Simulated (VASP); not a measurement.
A run of VASP 6.6.1:

File INCAR:

```
PREC = Accurate
ENCUT = 500
EDIFF = 1E-6
ISMEAR = -1
SIGMA = 0.1
LREAL = F
LASPH = T
NELM = 120
ALGO = Normal
ISIF = 2
LWAVE = F
LCHARG = F
GGA = PS
NBANDS = 10
GGA_COMPAT = F
```

KPOINTS

```
regular mesh
0
Gamma
  4 4 4
```

POSCAR

```
K
1.0
    4.3104394900      0.0000000000      0.0000000000
    0.0000000000      4.3104394900      0.0000000000
    0.0000000000      0.0000000000      4.3104394900
K
1
Direct
    0.0000000000      0.0000000000      0.0000000000
```

Potentials or basis: VASP PAW PBE potentials, release 64 (K_sv).

Command:

```sh
$ cat potpaw_PBE.64/K_sv/POTCAR > POTCAR
$ mpirun -np 1 vasp_std > vasp.out
```

Hardware: 1 thread of Intel(R) Xeon(R) 6975P-C (Granite Rapids), on a shared host.

Question: Estimate the wall time of this run.

Answer: Wall time 2.9 s on 1 thread of Intel(R) Xeon(R) 6975P-C (Granite Rapids), with other jobs on the host, peak memory 0.17 GiB. Counts: scf iterations 10, k points 10.
